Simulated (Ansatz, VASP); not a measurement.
Given: the input of a run of Ansatz 0.2.0 on Cd.

File input.yaml:

```yaml
crystal:
  lattice:
    - [0.0, 2.21814975, 2.21814975]
    - [2.21814975, 0.0, 2.21814975]
    - [2.21814975, 2.21814975, 0.0]
  atoms:
    - { symbol: Cd, position: [0.0, 0.0, 0.0] }
kpoints:
  mp_grid: { grid: [10, 10, 10] }
scf:
  occupations: { method: gaussian, width: 0.05 }
hamiltonian:
  xc: pbe
  pseudopotentials: { kind: all_electron, lapw: { basis_error: 0.001 } }
output:
  forces: true
  stress: true
  eigenvalues: true
```

Potentials or basis: all-electron LAPW, scalar-relativistic.

Run with:

```console
$ ansatz run input.yaml --threads 1 --pin off --max-ram 3072MiB --backend cpu --events-out ev --progress --plain --runs-dir out
```

Question: Set up the same calculation for VASP 6.6.1. Potentials there: VASP PAW PBE potentials, release 64 (Cd).

Answer: As run (the cutoff follows the program's own potentials):

File INCAR:

```
  ALGO = Normal
  EDIFF = 1E-6
  ENCUT = 500
  GGA = PE
  GGA_COMPAT = False
  ISIF = 2
  ISMEAR = 0
  LASPH = True
  LCHARG = True
  LELF = True
  LREAL = False
  LVHAR = True
  LWAVE = False
  NBANDS = 12
  NELM = 120
  PREC = Accurate
  SIGMA = 0.05
```

KPOINTS

```
k-points
0
Gamma
  10 10 10
```

File POSCAR:

```
Cd
1.0
    0.0000000000      2.2181497500      2.2181497500
    2.2181497500      0.0000000000      2.2181497500
    2.2181497500      2.2181497500      0.0000000000
Cd
1
Direct
    0.0000000000      0.0000000000      0.0000000000
```

Potentials or basis: VASP PAW PBE potentials, release 64 (Cd).

Run with:

```bash
$ cat potpaw_PBE.64/Cd/POTCAR > POTCAR
$ mpirun -np 1 vasp_std > vasp.out
```

Both were run:

|  | VASP | Ansatz | Ansatz less VASP |
| --- | --- | --- | --- |
| gap on the k mesh at the Fermi level (eV) | none | none | - |
| pressure (GPa) | 2.7 | 2.4 | -0.28 |

A gap of «none» marks a metal or a gap that the smearing closes. Ansatz ran all-electron here, and VASP with PAW potentials.
